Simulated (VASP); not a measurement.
Al:

```xyz
1
Lattice="0.0000 2.0248 2.0248 2.0248 0.0000 2.0248 2.0248 2.0248 0.0000" Properties=species:S:1:pos:R:3 pbc="T T T"
Al    0.0000    0.0000    0.0000
```

* Program: VASP 6.6.1
* Task: relaxation of cell and atoms
* Functional: r2SCAN
* Potentials or basis: VASP PAW PBE potentials, release 64 (Al)
* Cutoff: 600 eV
* k mesh: 26 × 26 × 26
* Occupations: fermi-dirac, width 0.1 eV
* Spin: no spin polarisation

At the start: pressure -3.8 GPa; volume 16.60 Å³/atom.

**Question.** Where does the relaxation end?

**Answer.** Over 19 steps the energy falls by 9.1 meV/atom and the volume is 15.87 Å³/atom (-4.4 %); space group Fm-3m (No. 225, to 0.05 Å).

The path:
```csv
step,energy change (eV),largest force (eV/Å),pressure (GPa),volume (Å³)
1,0.0000,0.0000,-3.77,16.60
2,-0.0084,0.0000,1.15,15.68
3,-0.0091,0.0000,0.03,15.87
4,-0.0091,0.0000,-0.03,15.88
5,-0.0091,0.0000,-0.05,15.88
6,-0.0091,0.0000,-0.05,15.88
7,-0.0091,0.0000,-0.05,15.88
8,-0.0091,0.0000,-0.05,15.88
9,-0.0091,0.0000,-0.05,15.88
10,-0.0091,0.0000,-0.05,15.88
11,-0.0091,0.0000,-0.05,15.88
12,-0.0091,0.0000,-0.05,15.88
13,-0.0091,0.0000,-0.05,15.88
14,-0.0091,0.0000,-0.05,15.88
15,-0.0091,0.0000,-0.05,15.88
16,-0.0091,0.0000,-0.04,15.88
17,-0.0091,0.0000,-0.04,15.88
18,-0.0091,0.0000,-0.02,15.88
19,-0.0091,0.0000,0.00,15.87
```

Final structure:
```
Al
1.0
     0.00000    1.99465    1.99465
     1.99465    0.00000    1.99465
     1.99465    1.99465    0.00000
Al
1
Cartesian
  1.9946 1.9946 3.9893
```

Caveat: the PAW data sets were made with another functional, which shifts forces and pressure a little.
